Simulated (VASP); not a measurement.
# Sb (R-3m) in VASP: single point with r2SCAN

Aim: the single point of Sb with r2SCAN.

Program: VASP 6.6.1. These are calculated values, not measurements. Logs are shortened: lines on timing, memory, paths and dates and some standing lists are left out, and cuts for length are marked.

## 1. The cell of the first run

Symmetry: R-3m, No. 166, trigonal system. Conventional cell: a = 4.342 Å, b = 4.342 Å, c = 11.598 Å, α = 90.00°, β = 90.00°, γ = 120.00°. Within 3.8 Å of Sb (site symmetry 3m) lie 6 Sb at 2.92 to 3.45 Å.

## 2. Single point, r2SCAN

POSCAR

```
Sb
1.0
    2.1712065751      1.2535467006      3.8659146989
   -2.1712065751      1.2535467006      3.8659146989
    0.0000000000     -2.5070934012      3.8659146989
Sb
2
Direct
    0.2313503987      0.2313503987      0.2313503987
    0.7686496013      0.7686496013      0.7686496013
```

INCAR.step1

```
PREC     = Accurate       # precision mode
ENCUT    = 520            # plane-wave cutoff, eV
ISMEAR   = -1             # smearing method
SIGMA    = 0.02           # smearing width, eV
LREAL    = False          # projectors in reciprocal space
LASPH    = True           # aspherical terms in the spheres
NELM     = 60             # most SCF steps
NBANDS   = 12             # bands
GGA      = PE             # functional
ALGO     = Normal         # electronic algorithm
EDIFF    = 1E-4           # SCF threshold, eV
LWAVE    = True           # write WAVECAR
LCHARG   = False          # write CHGCAR
```

INCAR.step2

```
PREC     = Accurate       # precision mode
ENCUT    = 520            # plane-wave cutoff, eV
EDIFF    = 1E-6           # SCF threshold, eV
ISMEAR   = -1             # smearing method
SIGMA    = 0.02           # smearing width, eV
LREAL    = False          # projectors in reciprocal space
LASPH    = True           # aspherical terms in the spheres
NELM     = 60             # most SCF steps
ALGO     = Normal         # electronic algorithm
ISIF     = 2              # what is computed and relaxed
LWAVE    = False          # write WAVECAR
LCHARG   = False          # write CHGCAR
METAGGA  = R2SCAN         # meta-GGA
LMIXTAU  = True         
NBANDS   = 12             # bands
ISTART   = 1
```

KPOINTS

```
Automatic mesh
0
Gamma
  12 12 12
```

Potentials or basis: VASP PAW PBE potentials, release 64 (Sb).

Command:

```sh
cat potpaw_PBE.64/Sb/POTCAR > POTCAR
cp INCAR.step1 INCAR
mpirun -np 1 vasp_std > vasp.out
cp INCAR.step2 INCAR
mpirun -np 1 vasp_std > vasp.out
```

OUTCAR:

```text
PREC = Accurate
   ENCUT = 520
   EDIFF = 1E-6
   ISMEAR = -1
   LREAL = False
   LASPH = True
   NELM = 60
   ISIF = 2
   METAGGA = R2SCAN
   ISTART = 1

 ion  position               nearest neighbor table
   1  0.231  0.231  0.231-   2 2.92   2 2.92   2 2.92   2 3.45   2 3.45   2 3.45
   2  0.769  0.769  0.769-   1 2.92   1 2.92   1 2.92   1 3.45   1 3.45   1 3.45

  LATTYP: Found a trigonal (rhomboedric) cell.
 ALAT       =     4.6076907211
 COS(alpha) =     0.5559154689

  Lattice vectors:

 A1 = (   2.1712065751,   1.2535467006,   3.8659146989)
 A2 = (  -2.1712065751,   1.2535467006,   3.8659146989)
 A3 = (   0.0000000000,  -2.5070934012,   3.8659146989)

Analysis of symmetry for initial positions (statically):
=====================================================================
 Subroutine PRICEL returns:
 Original cell was already a primitive cell.

 Routine SETGRP: Setting up the symmetry group for a
 trigonal (rhombohedral) supercell.

 Subroutine GETGRP returns: Found 12 space group operations
 (whereof 12 operations were pure point group operations)
 out of a pool of 12 trial point group operations.

The static configuration has the point symmetry D_3d.

Analysis of symmetry for dynamics (positions and initial velocities):
=====================================================================
 Subroutine PRICEL returns:
 Original cell was already a primitive cell.

 Routine SETGRP: Setting up the symmetry group for a
 trigonal (rhombohedral) supercell.

 Subroutine GETGRP returns: Found 12 space group operations
 (whereof 12 operations were pure point group operations)
 out of a pool of 12 trial point group operations.

The dynamic configuration has the point symmetry D_3d.

 Subroutine INISYM returns: Found 12 space group operations
 (whereof 12 operations are pure point group operations),
 and found     1 'primitive' translations

----------------------------------------------------------------------------------------

                                     Primitive cell

  volume of cell :      63.1314

  direct lattice vectors                    reciprocal lattice vectors
     2.171206575  1.253546701  3.865914699     0.230286701  0.132956089  0.086223665
    -2.171206575  1.253546701  3.865914699    -0.230286701  0.132956089  0.086223665
     0.000000000 -2.507093401  3.865914699     0.000000000 -0.265912178  0.086223665

  length of vectors
     4.607690721  4.607690721  4.607690721     0.279542138  0.279542138  0.279542138

  position of ions in fractional coordinates (direct lattice)
     0.231350399  0.231350399  0.231350399
     0.768649601  0.768649601  0.768649601

  ion indices of the primitive-cell ions
   primitive index   ion index
                 1           1
                 2           2

----------------------------------------------------------------------------------------

 KPOINTS: Automatic mesh

Automatic generation of k-mesh.
 Grid dimensions read from file:
 generate k-points for:   12   12   12

 Generating k-lattice:

  Cartesian coordinates                     Fractional coordinates (reciprocal lattice)
     0.019190558  0.011079674  0.007185305     0.083333333 -0.000000000 -0.000000000
    -0.019190558  0.011079674  0.007185305    -0.000000000  0.083333333 -0.000000000
     0.000000000 -0.022159348  0.007185305    -0.000000000 -0.000000000  0.083333333

  Length of vectors
     0.023295178  0.023295178  0.023295178

  Shift w.r.t. Gamma in fractional coordinates (k-lattice)
     0.000000000  0.000000000  0.000000000

 Subroutine IBZKPT returns following result:
 ===========================================

 Found    189 irreducible k-points:

 Following reciprocal coordinates:
            Coordinates               Weight
  0.000000  0.000000  0.000000      1.000000
  0.083333 -0.000000 -0.000000      6.000000
  0.166667  0.000000 -0.000000      6.000000
  0.250000  0.000000  0.000000      6.000000
  0.333333 -0.000000  0.000000      6.000000
  0.416667 -0.000000  0.000000      6.000000
[... 16 lines left out ...]
  0.500000  0.166667  0.000000     12.000000
 -0.416667  0.166667  0.000000     12.000000
 [... further k-points ...]
   k-points           NKPTS =    189   k-points in BZ     NKDIM =    189   number of bands    NBANDS=     12
   number of dos      NEDOS =    301   number of ions     NIONS =      2
   total plane-waves  NPLWV =  46656
   dimension x,y,z NGX =    36 NGY =   36 NGZ =   36
   dimension x,y,z NGXF=    72 NGYF=   72 NGZF=   72
   ions per type =               2
   NGX,Y,Z   is equivalent  to a cutoff of  12.99, 12.99, 12.99 a.u.
   NGXF,Y,Z  is equivalent  to a cutoff of  25.98, 25.98, 25.98 a.u.
 SYSTEM =  unknown system
   PREC   = accura    normal or accurate (medium, high low for compatibility)
   ISTART =      1    job   : 0-new  1-cont  2-samecut
   ICHARG =      0    charge: 1-file 2-atom 10-const
   ISPIN  =      1    spin polarized calculation?
   LNONCOLLINEAR =      F non collinear calculations
   LSORBIT =      F    spin-orbit coupling
   LASPH  =      T    aspherical Exc in radial PAW
   ENCUT  =  520.0 eV  38.22 Ry    6.18 a.u.   8.57  8.57  8.57*2*pi/ulx,y,z
   NELM   =     60;   NELMIN=  2; NELMDL=  0     # of ELM steps
   EDIFF  = 0.1E-05   stopping-criterion for ELM
   LREAL  =      F    real-space projection
   EDIFFG = 0.1E-04   stopping-criterion for IOM
   NSW    =      0    number of steps for IOM
   IBRION =     -1    ionic relax: 0-MD 1-quasi-New 2-CG
   NFREE  =      0    steps in history (QN), initial steepest desc. (CG)
   ISIF   =      2    stress and relaxation
   ISYM   =      2    0-nonsym 1-usesym 2-fastsym
   POTIM  = 0.5000    time-step for ionic-motion
   TEBEG  =    0.0;   TEEND  =   0.0 temperature during run
   PSTRESS=    0.0 pullay stress
   NELECT =      10.0000    total number of electrons
   NUPDOWN=      -1.0000    fix difference up-down
   EMIN   =  10.00;   EMAX   =-10.00  energy-range for DOS
   EFERMI =   0.00;   METHOD = LEGACY
   ISMEAR =    -1;   SIGMA  =   0.02  broadening in eV -4-tet -1-fermi 0-gaus
   EFERMI_NEDOS =   21; number of points for ismear=-14 and -15
   IALGO  =     38    algorithm
   IMIX   =      4    mixing-type and parameters
     AMIX     =   0.40;   BMIX     =  1.00
     AMIX_MAG =   1.60;   BMIX_MAG =  1.00
  volume/ion in A,a.u.               =      31.57       213.02
  Fermi-wavevector in a.u.,A,eV,Ry     =   0.885781  1.673884 10.675243  0.784608
  Thomas-Fermi vector in A             =   2.006860
   LORBIT       =      0    0 simple, 1 ext, 2 COOP (PROOUT), +10 PAW based schemes
   METAGGA = R2SCAN    functional components
   LHFCALC =     F    Hartree Fock is set to
   AEXX    =    0.0000 exact exchange contribution
   IVDW    =     0    specifies the selected vdW correction
   LEPSILON=     F    determine dielectric tensor
   LRPA    =     F    only Hartree local field effects (RPA)
 non-spin polarized calculation
  energy-cutoff  :      520.00
  volume of cell :       63.13
 maximum number of plane-waves:      1718
 NGX is ok and might be reduce to    36
   NGX = 17   NGY = 17   NGZ = 17

 number of electron      10.0000000 magnetization

 Free energy of the ion-electron system (eV)
  ---------------------------------------------------
  ext. energy  EPLUGINS =         0.00000000
  ---------------------------------------------------
  free energy    TOTEN  =       -51.39302348 eV

  energy without entropy =      -51.39282174  energy(sigma->0) =      -51.39292261

 E-fermi :   6.7579     XC(G=0):  -9.7815

 val. band max:        6.7126583530   @ k =   0.4167   0.3333   0.3333
 cond. band min:       6.7620418928   @ k =   0.3333   0.1667   0.1667
 fundamental gap:      0.0493835399
 Fermi energy:         6.7579239776

 k-point     1 :       0.0000    0.0000    0.0000
  band No.  band energies     occupation
      1      -6.3454      2.00000
      2       1.6714      2.00000
      3       4.4971      2.00000
      4       4.7973      2.00000
      5       4.7973      2.00000
      6       8.6252      0.00000
      7       9.3618      0.00000
      8       9.3618      0.00000
      9      12.2986      0.00000
     10      12.2986      0.00000
     11      12.5287      0.00000
     12      13.8887      0.00000

 k-point     2 :       0.0833   -0.0000   -0.0000
  band No.  band energies     occupation
      1      -6.2674      2.00000
      2       1.3282      2.00000
      3       4.5334      2.00000
      4       4.7690      2.00000
      5       4.8996      2.00000
      6       8.6513      0.00000
      7       9.1761      0.00000
      8       9.2162      0.00000
      9      11.9043      0.00000
     10      12.2709      0.00000
     11      12.2782      0.00000
     12      14.3994      0.00000

 k-point     3 :       0.1667    0.0000   -0.0000
  band No.  band energies     occupation
      1      -6.0345      2.00000
      2       0.5086      2.00000
      3       4.5219      2.00000
      4       4.6983      2.00000
      5       5.1937      2.00000
      6       8.4734      0.00000
      7       8.7722      0.00000
      8       8.8194      0.00000
      9      11.6393      0.00000
     10      12.1756      0.00000
     11      12.5065      0.00000
     12      15.5358      0.00000
[... 286 lines left out ...]
 k-point    23 :       0.5000    0.1667    0.0000
  band No.  band energies     occupation
      1      -4.1104      2.00000
      2      -2.6485      2.00000
      3       3.0190      2.00000
      4       3.9491      2.00000
      5       4.8430      2.00000
      6       8.2545      0.00000
      7       8.4120      0.00000
      8       9.5402      0.00000
      9      12.6681      0.00000
     10      14.9000      0.00000
     11      15.6904      0.00000
     12      16.2655      0.00000

 k-point    24 :      -0.4167    0.1667    0.0000
  band No.  band energies     occupation
      1      -3.8205      2.00000
      2      -2.9999      2.00000
      3       2.8635      2.00000
      4       4.2709      2.00000
      5       4.9852      2.00000
      6       7.7612      0.00000
      7       8.0585      0.00000
      8       9.8334      0.00000
      9      13.5302      0.00000
     10      14.2216      0.00000
     11      14.8171      0.00000
     12      16.9055      0.00000

 [... further k-points ...]

------------------------ aborting loop because EDIFF is reached ----------------------------------------

  FORCE on cell =-STRESS in cart. coord.  units (eV):
  Direction    XX          YY          ZZ          XY          YZ          ZX
  --------------------------------------------------------------------------------------
  -------------------------------------------------------------------------------------
  Total        0.0537936      0.0537936      0.0407588     -0.0000000      0.0000000      0.0000000
  in kB        1.3651997      1.3651997      1.0343949     -0.0000000      0.0000000      0.0000000
  external PRESSURE =       1.2549315 kB  Pullay stress =       0.0000000 kB

 VOLUME and BASIS-vectors are now :
 -----------------------------------------------------------------------------
  energy-cutoff  :      520.00
  volume of cell :       63.13
      direct lattice vectors                 reciprocal lattice vectors
     2.171206575  1.253546701  3.865914699     0.230286701  0.132956089  0.086223665
    -2.171206575  1.253546701  3.865914699    -0.230286701  0.132956089  0.086223665
     0.000000000 -2.507093401  3.865914699     0.000000000 -0.265912178  0.086223665

 POSITION                                       TOTAL-FORCE (eV/Angst)
 -----------------------------------------------------------------------------------
      0.00000      0.00000      2.68314         0.000000      0.000000      0.064710
      0.00000      0.00000      8.91460         0.000000     -0.000000     -0.064710
 -----------------------------------------------------------------------------------
    total drift:                               -0.000000      0.000000     -0.000000

  FREE ENERGIE OF THE ION-ELECTRON SYSTEM (eV)
  ---------------------------------------------------
  free  energy   TOTEN  =       -51.3930234836 eV

  energy  without entropy=      -51.3928217431  energy(sigma->0) =      -51.39292261
```

Run time: 8.9 min. Hardware: 1 thread of Intel Xeon 8259CL, shared host; peak memory 0.3 GiB.

Results:

| Property | Result |
| --- | --- |
| Free energy | -51.3930 eV |
| Pressure | 0.1 GPa |
| Largest force | 0.065 eV/Å |
| Band gap on the k mesh | zero (bands 5 and 6 overlap by 0.15 eV) |

Forces on the atoms (eV/Å):
```
Sb   0.000  0.000  0.065
Sb   0.000  0.000 -0.065
```

Levels at points of the mesh, in eV from the Fermi level:
| k point | band 1 | band 2 | band 3 | band 4 | band 5 | band 6 | band 7 | band 8 | band 9 | band 10 |
| --- | --- | --- | --- | --- | --- | --- | --- | --- | --- | --- |
| (0.00, 0.00, 0.00) | -13.10 | -5.09 | -2.26 | -1.96 | -1.96 | 1.87 | 2.60 | 2.60 | 5.54 | 5.54 |
| (0.50, 0.00, 0.00) | -10.76 | -9.88 | -2.26 | -2.16 | -0.37 | -0.14 | 0.32 | 0.71 | 7.82 | 8.21 |
| (0.50, 0.50, 0.00) | -10.76 | -8.41 | -5.41 | -3.84 | -3.77 | 1.68 | 4.88 | 5.74 | 6.85 | 8.90 |
| (0.50, 0.50, 0.50) | -11.74 | -9.08 | -1.51 | -1.51 | -0.44 | 0.26 | 0.26 | 1.32 | 7.18 | 8.80 |

Caveat: the PAW data sets were made with another functional, which shifts forces and pressure a little; spin-orbit coupling is left out, which moves the levels of the heavy elements.
